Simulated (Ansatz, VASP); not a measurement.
# One calculation of CdF2, two programs

File INCAR:

```
PREC = Accurate
ENCUT = 520
EDIFF = 1E-7
ISMEAR = -1
SIGMA = 0.02
LREAL = False
LASPH = True
NELM = 80
ALGO = Normal
ISIF = 2
LWAVE = False
LCHARG = True
GGA = CA
LELF = True
LVHAR = True
NBANDS = 20
```

Contents of KPOINTS:

```
Automatic mesh
0
Gamma
  8 8 8
```

The input POSCAR:

```
CdF2
1.0
    0.0000000000      2.7478800000      2.6940000000
    2.7478800000      0.0000000000      2.6940000000
    2.7478800000      2.7478800000      0.0000000000
Cd F
1 2
Direct
    0.0000000000      0.0000000000      0.0000000000
    0.2500000000      0.2500000000      0.2500000000
    0.7500000000      0.7500000000      0.7500000000
```

Input for Ansatz:

```yaml
crystal:
  lattice:
    - [0.0, 2.74788, 2.694]
    - [2.74788, 0.0, 2.694]
    - [2.74788, 2.74788, 0.0]
  atoms:
    - { symbol: Cd, position: [0.0, 0.0, 0.0] }
    - { symbol: F, position: [0.25, 0.25, 0.25] }
    - { symbol: F, position: [0.75, 0.75, 0.75] }
kpoints:
  mp_grid: { grid: [8, 8, 8] }
  band_path:
    path:
      - [0.0, 0.0, 0.0]
      - [0.0, 0.5, 0.5]
      - [0.25, 0.75, 0.5]
      - [0.0, 0.5, 0.0]
      - [0.0, 0.0, 0.0]
      - [0.5, 0.5, 0.0]
      - [0.38005, 0.61995, 0.0]
      - [-0.38005, 0.38005, 0.0]
      - [0.0, 0.0, 0.0]
    npoints: 5
scf:
  occupations: { method: fermi_dirac, width: 0.02 }
hamiltonian:
  xc: lda
  pseudopotentials: { kind: all_electron, lapw: { basis_error: 0.001 } }
output:
  forces: true
  stress: true
  eigenvalues: true
```

Change from the starting cell: equal xx and yy strain of +2 %.

Alike in both runs: task single point; functional LDA; k mesh 8 × 8 × 8; occupations fermi-dirac, width 0.02 eV; no spin polarisation.

|  | VASP | Ansatz |
| --- | --- | --- |
| version | VASP 6.6.1 | Ansatz 0.2.0 |
| potentials or method | VASP PAW LDA potentials, release 64 (Cd, F), cutoff 520 eV | all-electron LAPW, scalar-relativistic |

```tsv
	VASP	Ansatz	Ansatz less VASP
gap on the k mesh at the Fermi level (eV)	2.64	2.64	-0.002
pressure (GPa)	-8.4	-9.2	-0.75
traceless stress, the component that is largest in VASP (GPa)	1.43	1.45	+0.021
```

LDA's correlation is that of Perdew and Zunger in VASP and of Perdew and Wang (1992) in Ansatz. Ansatz ran all-electron here, and VASP with PAW potentials.
